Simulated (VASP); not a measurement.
Set up this calculation in VASP 6.6.1, as the native input.

```yaml
Task: single point
Functional: PBE
Potentials_or_basis: VASP PAW PBE potentials, release 64 (B, C, Br)
Cutoff: 520 eV
k_mesh: 6 × 6 × 6
Occupations: gaussian, width 0.1 eV
Spin: no spin polarisation
Dipole_correction: no
Further_INCAR_settings: ALGO = Normal; EDIFF = 1e-06; NBANDS = 21
```

The structure of B3C2Br lies in POSCAR:

```
B3C2Br
1.0
   -1.8789165300      1.8789165300      4.7633117600
    1.8789165300     -1.8789165300      4.7633117600
    1.8789165300      1.8789165300     -4.7633117600
B C Br
3 2 1
Direct
    0.7500000000      0.2500000000      0.5000000000
    0.5000000000      0.5000000000      0.0000000000
    0.2500000000      0.7500000000      0.5000000000
    0.6907110200      0.6907110200      0.0000000000
    0.3092889800      0.3092889800      0.0000000000
    0.0000000000      0.0000000000      0.0000000000
```

The input as run:

INCAR

```
SYSTEM = B3C2Br
PREC     = Accurate       ! precision mode
ENCUT    = 520            ! plane-wave cutoff, eV
EDIFF    = 1E-6           ! SCF threshold, eV
ISMEAR   = 0              ! smearing method
SIGMA    = 0.1            ! smearing width, eV
LREAL    = .False.        ! projectors in reciprocal space
LASPH    = .True.         ! aspherical terms in the spheres
NELM     = 60             ! most SCF steps
ALGO     = Normal         ! electronic algorithm
ISIF     = 2              ! what is computed and relaxed
LWAVE    = .False.        ! write WAVECAR
LCHARG   = .True.         ! write CHGCAR
GGA      = PE             ! functional
LELF     = .True.         ! ELF
LVHAR    = .True.       
NBANDS   = 21             ! bands
```

KPOINTS

```
Automatic mesh
0
Gamma
  6 6 6
  0 0 0
```

Potentials or basis: VASP PAW PBE potentials, release 64 (B, C, Br).

The run is started by

```sh
$ cat potpaw_PBE.64/B/POTCAR potpaw_PBE.64/C/POTCAR potpaw_PBE.64/Br/POTCAR > POTCAR
$ mpirun -np 1 vasp_std > vasp.out
```

It gave:

| Item | Value |
| --- | --- |
| Pressure | -28.1 GPa |
| Largest force | 3.078 eV/Å |
| Band gap on the k mesh | zero (band 12 reaches 4.71 eV, above the bottom of band 13 at 3.78 eV) |

Caveat: the k points lie up to 0.39 Å⁻¹ apart; forces of over 1 eV/Å act on the atoms, so gaps and moduli don't describe the material at rest.

Wall time 70 s on 1 thread of Intel Xeon 6975P-C, on a shared host, peak memory 0.27 GiB.
